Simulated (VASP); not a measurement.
# CaO (Fm-3m) in VASP: single point with PBEsol

Aim: the single point of CaO with PBEsol.

Everything below comes from runs of VASP 6.6.1. Logs are shortened: lines on timing, memory, paths and dates and some standing lists are left out, and cuts for length are marked.

## 1. The cell of the first run

The structure is cubic, space group Fm-3m (No. 225). Conventional cell: a = 5.015 Å, b = 5.015 Å, c = 5.015 Å, α = 90.00°, β = 90.00°, γ = 90.00°. Ca (site symmetry m-3m) has 6 O at 2.51 Å within 3.3 Å. Within 3.3 Å of O (site symmetry m-3m) lie 6 Ca at 2.51 Å.

## 2. Single point, PBEsol

INCAR

```
SYSTEM = CaO
PREC = Accurate
ENCUT = 520
EDIFF = 1E-6
ISMEAR = -1
SIGMA = 0.1
LREAL = .FALSE.
LASPH = .TRUE.
NELM = 80
ALGO = Normal
ISIF = 2
LWAVE = .FALSE.
LCHARG = .FALSE.
GGA = PS
NBANDS = 15
```

KPOINTS

```
Automatic mesh
0
G
  9 9 9
  0 0 0
```

POSCAR

```
CaO
1.0
    0.0000000000      2.5075760000      2.5075760000
    2.5075760000      0.0000000000      2.5075760000
    2.5075760000      2.5075760000      0.0000000000
Ca O
1 1
Direct
    0.0000000000      0.0000000000      0.0000000000
    0.5000000000      0.5000000000      0.5000000000
```

Potentials or basis: VASP PAW PBE potentials, release 64 (Ca_sv, O).

Run with:

```sh
$ cat potpaw_PBE.64/Ca_sv/POTCAR potpaw_PBE.64/O/POTCAR > POTCAR
$ mpirun -np 1 vasp_std > vasp.out
```

OUTCAR:

```text
SYSTEM = CaO
   PREC = Accurate
   ENCUT = 520
   EDIFF = 1E-6
   ISMEAR = -1
   LREAL = .FALSE.
   LASPH = .TRUE.
   NELM = 80
   ISIF = 2
   GGA = PS

 ion  position               nearest neighbor table
   1  0.000  0.000  0.000-   2 2.51   2 2.51   2 2.51   2 2.51   2 2.51   2 2.51
   2  0.500  0.500  0.500-   1 2.51   1 2.51   1 2.51   1 2.51   1 2.51   1 2.51

  LATTYP: Found a face centered cubic cell.
 ALAT       =     5.0151520000

  Lattice vectors:

 A1 = (   0.0000000000,   2.5075760000,   2.5075760000)
 A2 = (   2.5075760000,   0.0000000000,   2.5075760000)
 A3 = (   2.5075760000,   2.5075760000,   0.0000000000)

Analysis of symmetry for initial positions (statically):
=====================================================================
 Subroutine PRICEL returns:
 Original cell was already a primitive cell.

 Routine SETGRP: Setting up the symmetry group for a
 face centered cubic supercell.

 Subroutine GETGRP returns: Found 48 space group operations
 (whereof 48 operations were pure point group operations)
 out of a pool of 48 trial point group operations.

The static configuration has the point symmetry O_h .

Analysis of symmetry for dynamics (positions and initial velocities):
=====================================================================
 Subroutine PRICEL returns:
 Original cell was already a primitive cell.

 Routine SETGRP: Setting up the symmetry group for a
 face centered cubic supercell.

 Subroutine GETGRP returns: Found 48 space group operations
 (whereof 48 operations were pure point group operations)
 out of a pool of 48 trial point group operations.

The dynamic configuration has the point symmetry O_h .

 Subroutine INISYM returns: Found 48 space group operations
 (whereof 48 operations are pure point group operations),
 and found     1 'primitive' translations

----------------------------------------------------------------------------------------

                                     Primitive cell

  volume of cell :      31.5350

  direct lattice vectors                    reciprocal lattice vectors
     0.000000000  2.507576000  2.507576000    -0.199395751  0.199395751  0.199395751
     2.507576000  0.000000000  2.507576000     0.199395751 -0.199395751  0.199395751
     2.507576000  2.507576000  0.000000000     0.199395751  0.199395751 -0.199395751

  length of vectors
     3.546247988  3.546247988  3.546247988     0.345363572  0.345363572  0.345363572

  position of ions in fractional coordinates (direct lattice)
     0.000000000  0.000000000  0.000000000
     0.500000000  0.500000000  0.500000000

  ion indices of the primitive-cell ions
   primitive index   ion index
                 1           1
                 2           2

----------------------------------------------------------------------------------------

 KPOINTS: Automatic mesh

Automatic generation of k-mesh.
 Grid dimensions read from file:
 generate k-points for:    9    9    9

 Generating k-lattice:

  Cartesian coordinates                     Fractional coordinates (reciprocal lattice)
    -0.022155083  0.022155083  0.022155083     0.111111111  0.000000000  0.000000000
     0.022155083 -0.022155083  0.022155083     0.000000000  0.111111111  0.000000000
     0.022155083  0.022155083 -0.022155083     0.000000000  0.000000000  0.111111111

  Length of vectors
     0.038373730  0.038373730  0.038373730

  Shift w.r.t. Gamma in fractional coordinates (k-lattice)
     0.000000000  0.000000000  0.000000000

 Subroutine IBZKPT returns following result:
 ===========================================

 Found     35 irreducible k-points:

 Following reciprocal coordinates:
            Coordinates               Weight
  0.000000  0.000000  0.000000      1.000000
  0.111111  0.000000  0.000000      8.000000
  0.222222  0.000000  0.000000      8.000000
  0.333333  0.000000  0.000000      8.000000
  0.444444  0.000000  0.000000      8.000000
  0.111111  0.111111  0.000000      6.000000
[... 16 lines left out ...]
 -0.333333  0.333333  0.000000     12.000000
  0.444444  0.444444  0.000000      6.000000
 [... further k-points ...]
   k-points           NKPTS =     35   k-points in BZ     NKDIM =     35   number of bands    NBANDS=     15
   number of dos      NEDOS =    301   number of ions     NIONS =      2
   total plane-waves  NPLWV =  21952
   dimension x,y,z NGX =    28 NGY =   28 NGZ =   28
   dimension x,y,z NGXF=    56 NGYF=   56 NGZF=   56
   ions per type =               1   1
   NGX,Y,Z   is equivalent  to a cutoff of  13.13, 13.13, 13.13 a.u.
   NGXF,Y,Z  is equivalent  to a cutoff of  26.25, 26.25, 26.25 a.u.
 SYSTEM =  CaO
   PREC   = accura    normal or accurate (medium, high low for compatibility)
   ISTART =      0    job   : 0-new  1-cont  2-samecut
   ICHARG =      2    charge: 1-file 2-atom 10-const
   ISPIN  =      1    spin polarized calculation?
   LNONCOLLINEAR =      F non collinear calculations
   LSORBIT =      F    spin-orbit coupling
   LASPH  =      T    aspherical Exc in radial PAW
   ENCUT  =  520.0 eV  38.22 Ry    6.18 a.u.   6.59  6.59  6.59*2*pi/ulx,y,z
   NELM   =     80;   NELMIN=  2; NELMDL= -5     # of ELM steps
   EDIFF  = 0.1E-05   stopping-criterion for ELM
   LREAL  =      F    real-space projection
   EDIFFG = 0.1E-04   stopping-criterion for IOM
   NSW    =      0    number of steps for IOM
   IBRION =     -1    ionic relax: 0-MD 1-quasi-New 2-CG
   NFREE  =      0    steps in history (QN), initial steepest desc. (CG)
   ISIF   =      2    stress and relaxation
   ISYM   =      2    0-nonsym 1-usesym 2-fastsym
   POTIM  = 0.5000    time-step for ionic-motion
   TEBEG  =    0.0;   TEEND  =   0.0 temperature during run
   PSTRESS=    0.0 pullay stress
   NELECT =      16.0000    total number of electrons
   NUPDOWN=      -1.0000    fix difference up-down
   EMIN   =  10.00;   EMAX   =-10.00  energy-range for DOS
   EFERMI =   0.00;   METHOD = LEGACY
   ISMEAR =    -1;   SIGMA  =   0.10  broadening in eV -4-tet -1-fermi 0-gaus
   EFERMI_NEDOS =   21; number of points for ismear=-14 and -15
   IALGO  =     38    algorithm
   IMIX   =      4    mixing-type and parameters
     AMIX     =   0.40;   BMIX     =  1.00
     AMIX_MAG =   1.60;   BMIX_MAG =  1.00
  volume/ion in A,a.u.               =      15.77       106.40
  Fermi-wavevector in a.u.,A,eV,Ry     =   1.305722  2.467457 23.196708  1.704910
  Thomas-Fermi vector in A             =   2.436572
   LORBIT       =      0    0 simple, 1 ext, 2 COOP (PROOUT), +10 PAW based schemes
   GGA     = PS    functional components
   LHFCALC =     F    Hartree Fock is set to
   AEXX    =    0.0000 exact exchange contribution
   IVDW    =     0    specifies the selected vdW correction
   LEPSILON=     F    determine dielectric tensor
   LRPA    =     F    only Hartree local field effects (RPA)
 non-spin polarized calculation
  energy-cutoff  :      520.00
  volume of cell :       31.53
 maximum number of plane-waves:       869
   NGX = 13   NGY = 13   NGZ = 13

 number of electron      15.9999999 magnetization

 Free energy of the ion-electron system (eV)
  ---------------------------------------------------
  ext. energy  EPLUGINS =         0.00000000
  ---------------------------------------------------
  free energy    TOTEN  =       -13.22804597 eV

  energy without entropy =      -13.22804597  energy(sigma->0) =      -13.22804597

 E-fermi :   3.3626     XC(G=0): -10.1178

 val. band max:        1.5239656000   @ k =   0.0000   0.0000   0.0000
 cond. band min:       5.1284905415   @ k =   0.4444   0.4444   0.0000
 fundamental gap:      3.6045249415
 Fermi energy:         3.3625607551

 k-point     1 :       0.0000    0.0000    0.0000
  band No.  band energies     occupation
      1     -36.4064      2.00000
      2     -17.3191      2.00000
      3     -17.3191      2.00000
      4     -17.3191      2.00000
      5     -13.6816      2.00000
      6       1.5240      2.00000
      7       1.5240      2.00000
      8       1.5240      2.00000
      9       5.1445      0.00000
     10       7.3975      0.00000
     11       7.3975      0.00000
     12       7.3975      0.00000
     13       8.7187      0.00000
     14       8.7187      0.00000
     15      15.5762      0.00000

 k-point     2 :       0.1111    0.0000    0.0000
  band No.  band energies     occupation
      1     -36.3995      2.00000
      2     -17.4124      2.00000
      3     -17.3238      2.00000
      4     -17.3238      2.00000
      5     -13.5769      2.00000
      6       1.1029      2.00000
      7       1.3871      2.00000
      8       1.3871      2.00000
      9       5.6898      0.00000
     10       7.3496      0.00000
     11       7.5797      0.00000
     12       7.5797      0.00000
     13       8.9588      0.00000
     14       8.9588      0.00000
     15      15.9674      0.00000

 k-point     3 :       0.2222    0.0000    0.0000
  band No.  band energies     occupation
      1     -36.3819      2.00000
      2     -17.6296      2.00000
      3     -17.3356      2.00000
      4     -17.3356      2.00000
      5     -13.3301      2.00000
      6       0.2957      2.00000
      7       1.0706      2.00000
      8       1.0706      2.00000
      9       6.8358      0.00000
     10       7.3746      0.00000
     11       8.0712      0.00000
     12       8.0712      0.00000
     13       9.5677      0.00000
     14       9.5677      0.00000
     15      16.2201      0.00000

 k-point     4 :       0.3333    0.0000    0.0000
  band No.  band energies     occupation
      1     -36.3619      2.00000
      2     -17.8510      2.00000
      3     -17.3489      2.00000
      4     -17.3489      2.00000
      5     -13.0733      2.00000
      6      -0.4192      2.00000
      7       0.7510      2.00000
      8       0.7510      2.00000
      9       7.5618      0.00000
     10       8.0793      0.00000
     11       8.6975      0.00000
     12       8.6975      0.00000
     13      10.3077      0.00000
     14      10.3077      0.00000
     15      15.1789      0.00000
[... 307 lines left out ...]
 k-point    22 :      -0.4444    0.3333    0.0000
  band No.  band energies     occupation
      1     -36.3313      2.00000
      2     -17.7155      2.00000
      3     -17.5715      2.00000
      4     -17.4354      2.00000
      5     -13.2558      2.00000
      6       0.1427      2.00000
      7       0.4967      2.00000
      8       0.8767      2.00000
      9       6.1699      0.00000
     10       8.8641      0.00000
     11       9.2955      0.00000
     12       9.8967      0.00000
     13      10.2901      0.00000
     14      12.5242      0.00000
     15      13.7253      0.00000

 k-point    23 :      -0.3333    0.3333    0.0000
  band No.  band energies     occupation
      1     -36.3330      2.00000
      2     -17.7433      2.00000
      3     -17.6015      2.00000
      4     -17.4068      2.00000
      5     -13.1458      2.00000
      6      -0.0574      2.00000
      7       0.4093      2.00000
      8       0.6961      2.00000
      9       7.0792      0.00000
     10       8.3222      0.00000
     11       9.2980      0.00000
     12       9.5574      0.00000
     13      10.7130      0.00000
     14      13.3845      0.00000
     15      13.9079      0.00000

 k-point    24 :       0.4444    0.4444    0.0000
  band No.  band energies     occupation
      1     -36.3311      2.00000
      2     -17.7176      2.00000
      3     -17.4666      2.00000
      4     -17.4666      2.00000
      5     -13.4290      2.00000
      6       0.1326      2.00000
      7       1.1339      2.00000
      8       1.1339      2.00000
      9       5.1285      0.00000
     10       8.5777      0.00000
     11       9.6970      0.00000
     12      10.2100      0.00000
     13      10.2100      0.00000
     14      11.3370      0.00000
     15      13.6723      0.00000

 [... further k-points ...]
[... 5 lines left out ...]
  --------------------------------------------------------------------------------------
  -------------------------------------------------------------------------------------
  Total       -2.4165801     -2.4165801     -2.4165801      0.0000000      0.0000000      0.0000000
  in kB     -122.7776952   -122.7776952   -122.7776952      0.0000000      0.0000000      0.0000000
  external PRESSURE =    -122.7776952 kB  Pullay stress =       0.0000000 kB

 VOLUME and BASIS-vectors are now :
 -----------------------------------------------------------------------------
  energy-cutoff  :      520.00
  volume of cell :       31.53
      direct lattice vectors                 reciprocal lattice vectors
     0.000000000  2.507576000  2.507576000    -0.199395751  0.199395751  0.199395751
     2.507576000  0.000000000  2.507576000     0.199395751 -0.199395751  0.199395751
     2.507576000  2.507576000  0.000000000     0.199395751  0.199395751 -0.199395751

 POSITION                                       TOTAL-FORCE (eV/Angst)
 -----------------------------------------------------------------------------------
      0.00000      0.00000      0.00000        -0.000000      0.000000      0.000000
      2.50758      2.50758      2.50758         0.000000     -0.000000     -0.000000
 -----------------------------------------------------------------------------------
    total drift:                                0.000000      0.000000      0.000000

  FREE ENERGIE OF THE ION-ELECTRON SYSTEM (eV)
  ---------------------------------------------------
  free  energy   TOTEN  =       -13.2280459689 eV

  energy  without entropy=      -13.2280459667  energy(sigma->0) =      -13.22804597
```

Run time: 20 s. Hardware: 1 thread of Intel Xeon 6975P-C, shared host; peak memory 0.16 GiB.

What came out:

```yaml
Free_energy: -13.2280 eV
Pressure: -12.3 GPa
Band_gap_on_the_k_mesh: 3.60 eV, indirect (least direct gap 3.62 eV)
```

Levels at points of the mesh, in eV from the valence-band top:
| k point | band 5 | band 6 | band 7 | band 8 | band 9 | band 10 | band 11 | band 12 |
| --- | --- | --- | --- | --- | --- | --- | --- | --- |
| (0.00, 0.00, 0.00) | -15.21 | 0.00 | 0.00 | 0.00 | 3.62 | 5.87 | 5.87 | 5.87 |

Caveat: the PAW data sets were made with another functional, which shifts forces and pressure a little.
